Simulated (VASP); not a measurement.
# Bi (P6_3/mmc) in VASP: further runs

Bi is run at these levels: PBEsol; tasks: single point.

Program: VASP 6.6.1. These are calculated values, not measurements. Logs are shortened: lines on timing, memory, paths and dates and some standing lists are left out, and cuts for length are marked.

## (1) The cell of the first run

It takes space group P6_3/mmc (No. 194, hexagonal). The conventional cell has a = 2.661 Å, b = 2.661 Å, c = 4.228 Å, α = 90.00°, β = 90.00°, γ = 120.00°. Within 3.4 Å of Bi (site symmetry -6m2) lie 12 Bi at 2.61 to 2.66 Å.

## (2) Single point, PBEsol (volume scaled by 0.43)

Input file INCAR:

```
  PREC = Accurate
  ENCUT = 520
  EDIFF = 1E-6
  ISMEAR = -1
  SIGMA = 0.1
  LREAL = F
  LASPH = T
  NELM = 80
  ALGO = Normal
  ISIF = 2
  LWAVE = F
  LCHARG = T
  GGA = PS
  LELF = T
  LVHAR = T
  NBANDS = 22
```

Input file KPOINTS:

```
Automatic mesh
0
Gamma
  12 12 7
```

Input file POSCAR:

```
Bi
1.0
    2.6613062689      0.0000000000      0.0000000000
   -1.3306531344      2.3047588361      0.0000000000
    0.0000000000      0.0000000000      4.2276548307
Bi
2
Direct
    0.3333333333      0.6666666667      0.2500000000
    0.6666666667      0.3333333333      0.7500000000
```

Potentials or basis: VASP PAW PBE potentials, release 64 (Bi_d).

Run with:

```console
$ cat potpaw_PBE.64/Bi_d/POTCAR > POTCAR
$ mpirun -np 1 vasp_std > vasp.out
```

OUTCAR:

```text
PREC = Accurate
   ENCUT = 520
   EDIFF = 1E-6
   ISMEAR = -1
   LREAL = F
   LASPH = T
   NELM = 80
   ISIF = 2
   GGA = PS

 ion  position               nearest neighbor table
   1  0.333  0.667  0.250-   2 2.61   2 2.61   2 2.61   2 2.61   2 2.61   2 2.61   2 3.73   2 3.73
                             2 3.73   2 3.73   2 3.73   2 3.73
   2  0.667  0.333  0.750-   1 2.61   1 2.61   1 2.61   1 2.61   1 2.61   1 2.61   1 3.73   1 3.73
                             1 3.73   1 3.73   1 3.73   1 3.73

  LATTYP: Found a hexagonal cell.
 ALAT       =     2.6613062689
 C/A-ratio  =     1.5885638117

  Lattice vectors:

 A1 = (   2.6613062689,   0.0000000000,   0.0000000000)
 A2 = (  -1.3306531344,   2.3047588361,   0.0000000000)
 A3 = (   0.0000000000,   0.0000000000,   4.2276548307)

Analysis of symmetry for initial positions (statically):
=====================================================================
 Subroutine PRICEL returns:
 Original cell was already a primitive cell.

 Routine SETGRP: Setting up the symmetry group for a
 hexagonal supercell.

 Subroutine GETGRP returns: Found 24 space group operations
 (whereof 12 operations were pure point group operations)
 out of a pool of 24 trial point group operations.

The static configuration has the point symmetry D_3d.
 The point group associated with its full space group is D_6h.

Analysis of symmetry for dynamics (positions and initial velocities):
=====================================================================
 Subroutine PRICEL returns:
 Original cell was already a primitive cell.

 Routine SETGRP: Setting up the symmetry group for a
 hexagonal supercell.

 Subroutine GETGRP returns: Found 24 space group operations
 (whereof 12 operations were pure point group operations)
 out of a pool of 24 trial point group operations.

The dynamic configuration has the point symmetry D_3d.
 The point group associated with its full space group is D_6h.

 Subroutine INISYM returns: Found 24 space group operations
 (whereof 12 operations are pure point group operations),
 and found     1 'primitive' translations

----------------------------------------------------------------------------------------

                                     Primitive cell

  volume of cell :      25.9310

  direct lattice vectors                    reciprocal lattice vectors
     2.661306269  0.000000000  0.000000000     0.375755324  0.216942438  0.000000000
    -1.330653134  2.304758836  0.000000000     0.000000000  0.433884875  0.000000000
     0.000000000  0.000000000  4.227654831     0.000000000  0.000000000  0.236537759

  length of vectors
     2.661306269  2.661306269  4.227654831     0.433884875  0.433884875  0.236537759

  position of ions in fractional coordinates (direct lattice)
     0.333333333  0.666666667  0.250000000
     0.666666667  0.333333333  0.750000000

  ion indices of the primitive-cell ions
   primitive index   ion index
                 1           1
                 2           2

----------------------------------------------------------------------------------------

 KPOINTS: Automatic mesh

Automatic generation of k-mesh.
 Grid dimensions read from file:
 generate k-points for:   12   12    7

 Generating k-lattice:

  Cartesian coordinates                     Fractional coordinates (reciprocal lattice)
     0.031312944  0.018078536  0.000000000     0.083333333  0.000000000  0.000000000
     0.000000000  0.036157073  0.000000000     0.000000000  0.083333333  0.000000000
     0.000000000  0.000000000  0.033791108     0.000000000  0.000000000  0.142857143

  Length of vectors
     0.036157073  0.036157073  0.033791108

  Shift w.r.t. Gamma in fractional coordinates (k-lattice)
     0.000000000  0.000000000  0.000000000

 Subroutine IBZKPT returns following result:
 ===========================================

 Found     76 irreducible k-points:

 Following reciprocal coordinates:
            Coordinates               Weight
  0.000000  0.000000  0.000000      1.000000
  0.083333  0.000000  0.000000      6.000000
  0.166667 -0.000000  0.000000      6.000000
  0.250000  0.000000  0.000000      6.000000
  0.333333 -0.000000  0.000000      6.000000
  0.416667  0.000000  0.000000      6.000000
[... 16 lines left out ...]
  0.250000  0.000000  0.142857     12.000000
  0.333333 -0.000000  0.142857     12.000000
 [... further k-points ...]
   k-points           NKPTS =     76   k-points in BZ     NKDIM =     76   number of bands    NBANDS=     22
   number of dos      NEDOS =    301   number of ions     NIONS =      2
   total plane-waves  NPLWV =  12800
   dimension x,y,z NGX =    20 NGY =   20 NGZ =   32
   dimension x,y,z NGXF=    40 NGYF=   40 NGZF=   64
   ions per type =               2
   NGX,Y,Z   is equivalent  to a cutoff of  12.49, 12.49, 12.58 a.u.
   NGXF,Y,Z  is equivalent  to a cutoff of  24.99, 24.99, 25.17 a.u.
 SYSTEM =  unknown system
   PREC   = accura    normal or accurate (medium, high low for compatibility)
   ISTART =      0    job   : 0-new  1-cont  2-samecut
   ICHARG =      2    charge: 1-file 2-atom 10-const
   ISPIN  =      1    spin polarized calculation?
   LNONCOLLINEAR =      F non collinear calculations
   LSORBIT =      F    spin-orbit coupling
   LASPH  =      T    aspherical Exc in radial PAW
   ENCUT  =  520.0 eV  38.22 Ry    6.18 a.u.   4.95  4.95  7.86*2*pi/ulx,y,z
   NELM   =     80;   NELMIN=  2; NELMDL= -5     # of ELM steps
   EDIFF  = 0.1E-05   stopping-criterion for ELM
   LREAL  =      F    real-space projection
   EDIFFG = 0.1E-04   stopping-criterion for IOM
   NSW    =      0    number of steps for IOM
   IBRION =     -1    ionic relax: 0-MD 1-quasi-New 2-CG
   NFREE  =      0    steps in history (QN), initial steepest desc. (CG)
   ISIF   =      2    stress and relaxation
   ISYM   =      2    0-nonsym 1-usesym 2-fastsym
   POTIM  = 0.5000    time-step for ionic-motion
   TEBEG  =    0.0;   TEEND  =   0.0 temperature during run
   PSTRESS=    0.0 pullay stress
   NELECT =      30.0000    total number of electrons
   NUPDOWN=      -1.0000    fix difference up-down
   EMIN   =  10.00;   EMAX   =-10.00  energy-range for DOS
   EFERMI =   0.00;   METHOD = LEGACY
   ISMEAR =    -1;   SIGMA  =   0.10  broadening in eV -4-tet -1-fermi 0-gaus
   EFERMI_NEDOS =   21; number of points for ismear=-14 and -15
   IALGO  =     38    algorithm
   IMIX   =      4    mixing-type and parameters
     AMIX     =   0.40;   BMIX     =  1.00
     AMIX_MAG =   1.60;   BMIX_MAG =  1.00
  volume/ion in A,a.u.               =      12.97        87.50
  Fermi-wavevector in a.u.,A,eV,Ry     =   1.718602  3.247687 40.186067  2.953593
  Thomas-Fermi vector in A             =   2.795384
   LORBIT       =      0    0 simple, 1 ext, 2 COOP (PROOUT), +10 PAW based schemes
   GGA     = PS    functional components
   LHFCALC =     F    Hartree Fock is set to
   AEXX    =    0.0000 exact exchange contribution
   IVDW    =     0    specifies the selected vdW correction
   LEPSILON=     F    determine dielectric tensor
   LRPA    =     F    only Hartree local field effects (RPA)
 non-spin polarized calculation
  energy-cutoff  :      520.00
  volume of cell :       25.93
 maximum number of plane-waves:       717
 NGX is ok and might be reduce to    20
   NGX =  9   NGY =  9   NGZ = 15

 number of electron      30.0000008 magnetization

 Free energy of the ion-electron system (eV)
  ---------------------------------------------------
  ext. energy  EPLUGINS =         0.00000000
  ---------------------------------------------------
  free energy    TOTEN  =         9.09765060 eV

  energy without entropy =        9.11595071  energy(sigma->0) =        9.10680065

 E-fermi :  25.1864     XC(G=0): -15.3517

 val. band max:       25.1638133013   @ k =   0.1667   0.1667   0.4286
 cond. band min:      25.2149936886   @ k =   0.1667   0.1667   0.4286
 fundamental gap:      0.0511803873
 Fermi energy:        25.1863647715

 k-point     1 :       0.0000    0.0000    0.0000
  band No.  band energies     occupation
      1      -2.0179      2.00000
      2      -1.0617      2.00000
      3      -0.9805      2.00000
      4      -0.9805      2.00000
      5      -0.7751      2.00000
      6      -0.7751      2.00000
[... 14 lines left out ...]
     21      37.5721      0.00000
     22      37.5721      0.00000

 k-point     2 :       0.0833    0.0000    0.0000
  band No.  band energies     occupation
      1      -1.9386      2.00000
      2      -1.1754      2.00000
      3      -0.8804      2.00000
      4      -0.8588      2.00000
      5      -0.7906      2.00000
      6      -0.6818      2.00000
[... 14 lines left out ...]
     21      37.6252      0.00000
     22      37.7506      0.00000

 k-point     3 :       0.1667   -0.0000    0.0000
  band No.  band energies     occupation
      1      -1.8211      2.00000
      2      -1.2695      2.00000
      3      -0.8713      2.00000
      4      -0.8698      2.00000
      5      -0.7831      2.00000
      6      -0.6311      2.00000
[... 14 lines left out ...]
     21      37.5437      0.00000
     22      38.2377      0.00000

 k-point     4 :       0.2500    0.0000    0.0000
  band No.  band energies     occupation
      1      -1.9171      2.00000
      2      -1.2829      2.00000
      3      -1.1823      2.00000
      4      -0.9406      2.00000
      5      -0.8331      2.00000
      6      -0.3400      2.00000
[... 14 lines left out ...]
     21      36.7912      0.00000
     22      37.7721      0.00000

 k-point     5 :       0.3333   -0.0000    0.0000
  band No.  band energies     occupation
      1      -2.1124      2.00000
      2      -1.5164      2.00000
      3      -1.4117      2.00000
      4      -1.0838      2.00000
      5      -0.6281      2.00000
      6      -0.2978      2.00000
[... 417 lines left out ...]
 k-point    22 :       0.1667   -0.0000    0.1429
  band No.  band energies     occupation
      1      -1.7819      2.00000
      2      -1.2351      2.00000
      3      -1.0406      2.00000
      4      -0.9220      2.00000
      5      -0.8540      2.00000
      6      -0.4757      2.00000
[... 14 lines left out ...]
     21      36.4439      0.00000
     22      37.0057      0.00000

 k-point    23 :       0.2500    0.0000    0.1429
  band No.  band energies     occupation
      1      -1.8831      2.00000
      2      -1.4056      2.00000
      3      -1.1366      2.00000
      4      -0.9031      2.00000
      5      -0.8304      2.00000
      6      -0.4010      2.00000
[... 14 lines left out ...]
     21      36.0399      0.00000
     22      37.4299      0.00000

 k-point    24 :       0.3333   -0.0000    0.1429
  band No.  band energies     occupation
      1      -2.0705      2.00000
      2      -1.7009      2.00000
      3      -1.2759      2.00000
      4      -1.0148      2.00000
      5      -0.6444      2.00000
      6      -0.5030      2.00000
[... 14 lines left out ...]
     21      37.5479      0.00000
     22      39.1221      0.00000

 [... further k-points ...]
[... 5 lines left out ...]
  --------------------------------------------------------------------------------------
  -------------------------------------------------------------------------------------
  Total       59.0960787     59.0960787     58.9913093      0.0000000      0.0000000     -0.0000000
  in kB     3651.3156556   3651.3156555   3644.8423631      0.0000001      0.0000000     -0.0000000
  external PRESSURE =    3649.1578914 kB  Pullay stress =       0.0000000 kB

 VOLUME and BASIS-vectors are now :
 -----------------------------------------------------------------------------
  energy-cutoff  :      520.00
  volume of cell :       25.93
      direct lattice vectors                 reciprocal lattice vectors
     2.661306269  0.000000000  0.000000000     0.375755324  0.216942438  0.000000000
    -1.330653134  2.304758836  0.000000000     0.000000000  0.433884875  0.000000000
     0.000000000  0.000000000  4.227654831     0.000000000  0.000000000  0.236537759

 POSITION                                       TOTAL-FORCE (eV/Angst)
 -----------------------------------------------------------------------------------
     -0.00000      1.53651      1.05691        -0.000000      0.000000      0.000000
      1.33065      0.76825      3.17074         0.000000     -0.000000      0.000000
 -----------------------------------------------------------------------------------
    total drift:                               -0.000000      0.000000     -0.000000

  FREE ENERGIE OF THE ION-ELECTRON SYSTEM (eV)
  ---------------------------------------------------
  free  energy   TOTEN  =         9.0976505990 eV

  energy  without entropy=        9.1159507082  energy(sigma->0) =        9.10680065
```

It took 26 s on 1 thread of Intel Xeon Platinum 8259CL at 2.50GHz (Skylake/Cascade Lake), shared host; peak memory 0.15 GiB.

What came out:

- Free energy: 9.0977 eV
- Pressure: 364.9 GPa
- Band gap on the k mesh: zero (band 15 reaches 32.25 eV, above the bottom of band 16 at 18.83 eV)

Stress tensor (GPa, compression positive):
```
365.13   0.00   0.00
  0.00 365.13   0.00
  0.00   0.00 364.48
```

Levels at points of the mesh, in eV from the Fermi level:
```
           k point  band 12  band 13  band 14  band 15  band 16  band 17  band 18  band 19
(0.00, 0.00, 0.00)   -13.41   -12.72     5.23     7.06     7.06     7.38     7.54    11.13
(0.50, 0.00, 0.00)   -14.63    -6.21    -5.57    -5.26    -1.43    -0.54     5.16     6.76
```

Caveat: the cell differs from its parent crystal (volume scaled by 0.43); the PAW data sets were made with another functional, which shifts forces and pressure a little; spin-orbit coupling is left out, which moves the levels of the heavy elements.

## (3) Single point, PBEsol

This run uses another cell than the first one, of 15.08 Å³/atom, 1.163 times its volume.

Input file INCAR:

```
SYSTEM = Bi
PREC = Accurate
ENCUT = 520
EDIFF = 1E-6
ISMEAR = -1
SIGMA = 0.1
LREAL = .False.
LASPH = .True.
NELM = 100
ALGO = Normal
ISIF = 2
LWAVE = .False.
LCHARG = .False.
GGA = PS
NBANDS = 22
```

Input file KPOINTS:

```
regular mesh
0
Gamma
  12 12 7
  0 0 0
```

Input file POSCAR:

```
Bi
1.0
    2.8015478004      0.0000000000      0.0000000000
   -1.4007739002      2.4262115651      0.0000000000
    0.0000000000      0.0000000000      4.4360324136
Bi
2
Direct
    0.3333333333      0.6666666667      0.2500000000
    0.6666666667      0.3333333333      0.7500000000
```

Potentials or basis: VASP PAW PBE potentials, release 64 (Bi_d).

Run with:

```console
$ cat potpaw_PBE.64/Bi_d/POTCAR > POTCAR
$ mpirun -np 1 vasp_std > vasp.out
```

Wall time 30 s (1 thread of Intel Xeon Platinum 8259CL at 2.50GHz (Skylake/Cascade Lake), shared host); peak memory 0.17 GiB.

The run converged. Its results:

```
Free energy            : 1.7450 eV
Pressure               : 209.1 GPa
Band gap on the k mesh : zero (band 15 reaches 27.47 eV, above the bottom of band 16 at 15.42 eV)
```

Levels at points of the mesh, in eV from the Fermi level:
| k point | band 11 | band 12 | band 13 | band 14 | band 15 | band 16 | band 17 | band 18 | band 19 | band 20 |
| --- | --- | --- | --- | --- | --- | --- | --- | --- | --- | --- |
| (0.00, 0.00, 0.00) | -22.00 | -12.30 | -11.52 | 6.29 | 6.29 | 6.39 | 8.08 | 8.63 | 9.93 | 9.93 |
| (0.50, 0.00, 0.00) | -14.14 | -13.10 | -5.73 | -5.43 | -4.60 | -0.92 | -0.51 | 5.99 | 6.12 | 6.59 |

Caveat: the PAW data sets were made with another functional, which shifts forces and pressure a little; spin-orbit coupling is left out, which moves the levels of the heavy elements.
